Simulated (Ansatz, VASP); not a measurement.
# One calculation of Ir, two programs

The input INCAR:

```
PREC = Accurate
ENCUT = 520
EDIFF = 1E-7
ISMEAR = 0
SIGMA = 0.05
LREAL = F
LASPH = T
NELM = 150
ALGO = Normal
ISIF = 2
LWAVE = F
LCHARG = T
MAGMOM = 0 0 0
LORBIT = 11
LSORBIT = T
GGA_COMPAT = F
LORBMOM = T
LMAXMIX = 4
GGA = PE
LVHAR = T
NBANDS = 20
```

KPOINTS

```
Automatic mesh
0
Gamma
  8 8 8
```

File POSCAR:

```
Ir
1.0
    0.0000000000      1.9514821080      1.9514821080
    1.9514821080      0.0000000000      1.9514821080
    1.9514821080      1.9514821080      0.0000000000
Ir
1
Direct
    0.0000000000      0.0000000000      0.0000000000
```

Input for Ansatz:

```yaml
crystal:
  lattice:
    - [0.0, 1.951482108, 1.951482108]
    - [1.951482108, 0.0, 1.951482108]
    - [1.951482108, 1.951482108, 0.0]
  atoms:
    - { symbol: Ir, position: [0.0, 0.0, 0.0] }
basis:
  ecutwfc: 420
  ecutrho_ratio: 4
kpoints:
  mp_grid: { grid: [8, 8, 8] }
hamiltonian:
  xc: pbe
scf:
  occupations: { method: gaussian, width: 0.05 }
output:
  forces: true
  stress: true
  eigenvalues: true
  populations: true
  topological_invariants: true
magnetization:
  noncollinear: true
  spin_orbit: true
```

Alike in both runs: task single point; functional PBE; k mesh 8 × 8 × 8; occupations gaussian, width 0.05 eV; non-collinear spin, spin-orbit coupling.

|  | VASP | Ansatz |
| --- | --- | --- |
| version | VASP 6.6.1 | Ansatz 0.2.0 |
| potentials or method | VASP PAW PBE potentials, release 64 (Ir), cutoff 520 eV | plane waves, PAW |
| valence electrons in the cell | 9 | 17 |

Ansatz gave:

* pressure (GPa): -6.0
* net moment per atom (μB): 0.00

Question: What did VASP give for the same quantities?

Answer: Pressure (GPa): -5.2; net moment per atom (μB): 0.00.

VASP's potentials hold 9 valence electrons a cell and Ansatz's 17, so a difference there can come from the potentials and not from the codes.
